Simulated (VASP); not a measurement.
# AlN (P6_3mc) in VASP: notebook

Runs on AlN. Level: PBE. Tasks: relaxation of the atoms.

Program: VASP 6.6.1. These are calculated values, not measurements. Logs are shortened: lines on timing, memory, paths and dates and some standing lists are left out, and cuts for length are marked.

## (1) The cell of the first run

It takes space group P6_3mc (No. 186, hexagonal). The conventional cell has a = 3.083 Å, b = 3.083 Å, c = 4.943 Å, α = 90.00°, β = 90.00°, γ = 120.00°. Within 2.5 Å of Al (site symmetry 3m) lie 4 N at 1.87 to 1.89 Å. Within 2.5 Å of N (site symmetry 3m) lie 4 Al at 1.87 to 1.89 Å.

## (2) Relaxation of the atoms, PBE (equal strain along all axes, cell held: -1.5 %)

INCAR reads:

```
SYSTEM = AlN
PREC     = Accurate       ! precision mode
ENCUT    = 520            ! plane-wave cutoff, eV
EDIFF    = 1E-6           ! SCF threshold, eV
ISMEAR   = 0              ! smearing method
SIGMA    = 0.02           ! smearing width, eV
LREAL    = .FALSE.        ! projectors in reciprocal space
LASPH    = .TRUE.         ! aspherical terms in the spheres
NELM     = 60             ! most SCF steps
ALGO     = Normal         ! electronic algorithm
ISIF     = 2              ! what is computed and relaxed
LWAVE    = .FALSE.        ! write WAVECAR
LCHARG   = .FALSE.        ! write CHGCAR
GGA      = PE             ! functional
IBRION   = 2              ! ionic algorithm
NSW      = 60             ! ionic steps
EDIFFG   = -0.008         ! ionic threshold
```

KPOINTS reads:

```
regular mesh
0
G
  12 12 6
  0 0 0
```

POSCAR reads:

```
AlN
1.0
    3.0832552935      0.0000000000      0.0000000000
   -1.5416276467      2.6701774105      0.0000000000
    0.0000000000      0.0000000000      4.9427726727
Al N
2 2
Direct
    0.6666666667      0.3333333333      0.4992342259
    0.3333333333      0.6666666667      0.9992342259
    0.6666666667      0.3333333333      0.8807657741
    0.3333333333      0.6666666667      0.3807657741
```

Potentials or basis: VASP PAW PBE potentials, release 64 (Al, N).

Started as:

```bash
$ cat potpaw_PBE.64/Al/POTCAR potpaw_PBE.64/N/POTCAR > POTCAR
$ mpirun -np 1 vasp_std > vasp.out
```

OUTCAR:

```text
SYSTEM = AlN
   PREC = Accurate
   ENCUT = 520
   EDIFF = 1E-6
   ISMEAR = 0
   LREAL = .FALSE.
   LASPH = .TRUE.
   NELM = 60
   ISIF = 2
   GGA = PE
   IBRION = 2
   NSW = 60
   EDIFFG = -0.008

 ion  position               nearest neighbor table
   1  0.667  0.333  0.499-   4 1.87   4 1.87   4 1.87   3 1.89   2 3.05   2 3.05   2 3.05   2 3.05
                             2 3.05   2 3.05
   2  0.333  0.667  0.999-   3 1.87   3 1.87   3 1.87   4 1.89   1 3.05   1 3.05   1 3.05   1 3.05
                             1 3.05   1 3.05
   3  0.667  0.333  0.881-   2 1.87   2 1.87   2 1.87   1 1.89
   4  0.333  0.667  0.381-   1 1.87   1 1.87   1 1.87   2 1.89

  LATTYP: Found a hexagonal cell.
 ALAT       =     3.0832552935
 C/A-ratio  =     1.6031019822

  Lattice vectors:

 A1 = (   3.0832552935,   0.0000000000,   0.0000000000)
 A2 = (  -1.5416276467,   2.6701774105,   0.0000000000)
 A3 = (   0.0000000000,   0.0000000000,   4.9427726727)

Analysis of symmetry for initial positions (statically):
=====================================================================
 Subroutine PRICEL returns:
 Original cell was already a primitive cell.

 Routine SETGRP: Setting up the symmetry group for a
 hexagonal supercell.

 Subroutine GETGRP returns: Found 12 space group operations
 (whereof  6 operations were pure point group operations)
 out of a pool of 24 trial point group operations.

The static configuration has the point symmetry C_3v.
 The point group associated with its full space group is C_6v.

Analysis of symmetry for dynamics (positions and initial velocities):
=====================================================================
 Subroutine PRICEL returns:
 Original cell was already a primitive cell.

 Routine SETGRP: Setting up the symmetry group for a
 hexagonal supercell.

 Subroutine GETGRP returns: Found 12 space group operations
 (whereof  6 operations were pure point group operations)
 out of a pool of 24 trial point group operations.

The dynamic configuration has the point symmetry C_3v.
 The point group associated with its full space group is C_6v.

 Subroutine INISYM returns: Found 12 space group operations
 (whereof  6 operations are pure point group operations),
 and found     1 'primitive' translations

----------------------------------------------------------------------------------------

                                     Primitive cell

  volume of cell :      40.6930

  direct lattice vectors                    reciprocal lattice vectors
     3.083255294  0.000000000  0.000000000     0.324332533  0.187253475  0.000000000
    -1.541627647  2.670177411  0.000000000     0.000000000  0.374506951  0.000000000
     0.000000000  0.000000000  4.942772673     0.000000000  0.000000000  0.202315596

  length of vectors
     3.083255294  3.083255293  4.942772673     0.374506951  0.374506951  0.202315596

  position of ions in fractional coordinates (direct lattice)
     0.666666667  0.333333333  0.499234226
     0.333333333  0.666666667  0.999234226
     0.666666667  0.333333333  0.880765774
     0.333333333  0.666666667  0.380765774

  ion indices of the primitive-cell ions
   primitive index   ion index
                 1           1
                 2           2
                 3           3
                 4           4

----------------------------------------------------------------------------------------

 KPOINTS: regular mesh

Automatic generation of k-mesh.
 Grid dimensions read from file:
 generate k-points for:   12   12    6

 Generating k-lattice:
[... 78 lines left out ...]
   EFERMI_NEDOS =   21; number of points for ismear=-14 and -15
   IALGO  =     38    algorithm
   IMIX   =      4    mixing-type and parameters
     AMIX     =   0.40;   BMIX     =  1.00
     AMIX_MAG =   1.60;   BMIX_MAG =  1.00
  volume/ion in A,a.u.               =      10.17        68.65
  Fermi-wavevector in a.u.,A,eV,Ry     =   1.199337  2.266419 19.570762  1.438410
  Thomas-Fermi vector in A             =   2.335203
   LORBIT       =      0    0 simple, 1 ext, 2 COOP (PROOUT), +10 PAW based schemes
   GGA     = PE    functional components
   LHFCALC =     F    Hartree Fock is set to
   AEXX    =    0.0000 exact exchange contribution
   IVDW    =     0    specifies the selected vdW correction
   LEPSILON=     F    determine dielectric tensor
   LRPA    =     F    only Hartree local field effects (RPA)
 conjugate gradient relaxation of ions
 non-spin polarized calculation
 Gauss-broadening in eV      SIGMA  =   0.02
  energy-cutoff  :      520.00
  volume of cell :       40.69
 maximum number of plane-waves:      1120
 NGX is ok and might be reduce to    24
   NGX = 11   NGY = 11   NGZ = 19

--------------------------------------- Ionic step        1  -------------------------------------------

 number of electron      15.9999996 magnetization

 Free energy of the ion-electron system (eV)
  ---------------------------------------------------
  ext. energy  EPLUGINS =         0.00000000
  ---------------------------------------------------
  free energy    TOTEN  =       -29.72816801 eV

  energy without entropy =      -29.72816801  energy(sigma->0) =      -29.72816801

------------------------ aborting loop because EDIFF is reached ----------------------------------------

  FORCE on cell =-STRESS in cart. coord.  units (eV):
  Direction    XX          YY          ZZ          XY          YZ          ZX
  --------------------------------------------------------------------------------------
  -------------------------------------------------------------------------------------
  Total        2.4245213      2.4245213      2.2757895      0.0000000      0.0000000      0.0000000
  in kB       95.4588829     95.4588829     89.6029774      0.0000000      0.0000000      0.0000000
  external PRESSURE =      93.5069144 kB  Pullay stress =       0.0000000 kB

 VOLUME and BASIS-vectors are now :
 -----------------------------------------------------------------------------
  energy-cutoff  :      520.00
  volume of cell :       40.69
      direct lattice vectors                 reciprocal lattice vectors
     3.083255294  0.000000000  0.000000000     0.324332533  0.187253475  0.000000000
    -1.541627647  2.670177411  0.000000000     0.000000000  0.374506951  0.000000000
     0.000000000  0.000000000  4.942772673     0.000000000  0.000000000  0.202315596

 POSITION                                       TOTAL-FORCE (eV/Angst)
 -----------------------------------------------------------------------------------
      1.54163      0.89006      2.46760        -0.000000      0.000000     -0.017285
     -0.00000      1.78012      4.93899         0.000000     -0.000000     -0.017285
      1.54163      0.89006      4.35342         0.000000     -0.000000      0.017285
     -0.00000      1.78012      1.88204        -0.000000      0.000000      0.017285
 -----------------------------------------------------------------------------------
    total drift:                               -0.000000      0.000000     -0.000892

  FREE ENERGIE OF THE ION-ELECTRON SYSTEM (eV)
  ---------------------------------------------------
  free  energy   TOTEN  =       -29.7281680113 eV

  energy  without entropy=      -29.7281680113  energy(sigma->0) =      -29.72816801

--------------------------------------- Ionic step        2  -------------------------------------------

 number of electron      15.9999996 magnetization

 Free energy of the ion-electron system (eV)
  ---------------------------------------------------
  ext. energy  EPLUGINS =         0.00000000
  ---------------------------------------------------
  free energy    TOTEN  =       -29.72818704 eV

  energy without entropy =      -29.72818704  energy(sigma->0) =      -29.72818704

 E-fermi :   6.5740     XC(G=0): -11.0247

 val. band max:        6.4068702960   @ k =   0.0000   0.0000   0.0000
 cond. band min:      10.8460846414   @ k =   0.0000   0.0000   0.0000
 fundamental gap:      4.4392143455
 Fermi energy:         6.5739900873

 k-point     1 :       0.0000    0.0000    0.0000
  band No.  band energies     occupation
      1      -8.9393      2.00000
      2      -6.7162      2.00000
      3       0.2930      2.00000
      4       5.5338      2.00000
      5       5.5338      2.00000
      6       6.1867      2.00000
      7       6.1867      2.00000
      8       6.4069      2.00000
      9      10.8461      0.00000
     10      13.3087      0.00000
     11      17.2307      0.00000
     12      17.7595      0.00000
[... 331 lines left out ...]
 k-point    24 :       0.3333    0.0000    0.1667
  band No.  band energies     occupation
      1      -7.5694      2.00000
      2      -6.2894      2.00000
      3       1.4132      2.00000
      4       2.4058      2.00000
      5       3.0149      2.00000
      6       4.6084      2.00000
      7       5.6029      2.00000
      8       5.7403      2.00000
      9      12.3748      0.00000
     10      13.1721      0.00000
     11      15.1073      0.00000
     12      16.7967      0.00000

 [... further k-points ...]

------------------------ aborting loop because EDIFF is reached ----------------------------------------

  FORCE on cell =-STRESS in cart. coord.  units (eV):
  Direction    XX          YY          ZZ          XY          YZ          ZX
  --------------------------------------------------------------------------------------
  -------------------------------------------------------------------------------------
  Total        2.4416423      2.4416423      2.2239104      0.0000000     -0.0000000      0.0000000
  in kB       96.1329755     96.1329755     87.5603776      0.0000000     -0.0000000      0.0000000
  external PRESSURE =      93.2754429 kB  Pullay stress =       0.0000000 kB

 VOLUME and BASIS-vectors are now :
 -----------------------------------------------------------------------------
  energy-cutoff  :      520.00
  volume of cell :       40.69
      direct lattice vectors                 reciprocal lattice vectors
     3.083255294  0.000000000  0.000000000     0.324332533  0.187253475  0.000000000
    -1.541627647  2.670177411  0.000000000     0.000000000  0.374506951  0.000000000
     0.000000000  0.000000000  4.942772673     0.000000000  0.000000000  0.202315596

 POSITION                                       TOTAL-FORCE (eV/Angst)
 -----------------------------------------------------------------------------------
      1.54163      0.89006      2.46677        -0.000000      0.000000      0.006253
     -0.00000      1.78012      4.93815         0.000000      0.000000      0.006253
      1.54163      0.89006      4.35426         0.000000      0.000000     -0.006253
     -0.00000      1.78012      1.88287        -0.000000      0.000000     -0.006253
 -----------------------------------------------------------------------------------
    total drift:                               -0.000000      0.000000     -0.003679

  FREE ENERGIE OF THE ION-ELECTRON SYSTEM (eV)
  ---------------------------------------------------
  free  energy   TOTEN  =       -29.7281870400 eV

  energy  without entropy=      -29.7281870400  energy(sigma->0) =      -29.72818704

 reached required accuracy - stopping structural energy minimisation
```

Wall time 18 s (1 thread of Intel Xeon Platinum 8488C (Sapphire Rapids), shared host); peak memory 0.17 GiB.

Results:

- Free energy: -29.7282 eV
- Energy gained by relaxing: 0.0 meV/atom
- Ionic steps: 2
- Pressure after relaxing: 9.3 GPa
- Largest force after relaxing: 0.006 eV/Å
- Band gap on the k mesh: 4.44 eV

Forces on the atoms (eV/Å):
```
Al   0.000  0.000  0.006
Al   0.000  0.000  0.006
N    0.000  0.000 -0.006
N    0.000  0.000 -0.006
```

Final structure:
```xyz
4
Lattice="3.0833 0.0000 0.0000 -1.5416 2.6702 0.0000 0.0000 0.0000 4.9428" Properties=species:S:1:pos:R:3 pbc="T T T"
Al    1.5416    0.8901    2.4668
Al    0.0000    1.7801    4.9382
N     1.5416    0.8901    4.3543
N     0.0000    1.7801    1.8829
```

Levels at points of the mesh, in eV from the valence-band top:
```csv
k point,band 6,band 7,band 8,band 9,band 10,band 11
"(0.00, 0.00, 0.00)",-0.22,-0.22,0.00,4.44,6.90,10.82
"(0.50, 0.00, 0.00)",-2.12,-1.81,-0.70,5.86,5.91,8.41
"(0.00, 0.00, 0.50)",-0.56,-0.56,-0.56,6.70,6.70,10.53
"(0.50, 0.00, 0.50)",-1.49,-1.39,-1.39,5.40,5.40,9.42
```

Caveat: the cell differs from its parent crystal (equal strain along all axes, cell held: -1.5 %). A k mesh can miss the band edges.

(Continued in part 2 of 2.)
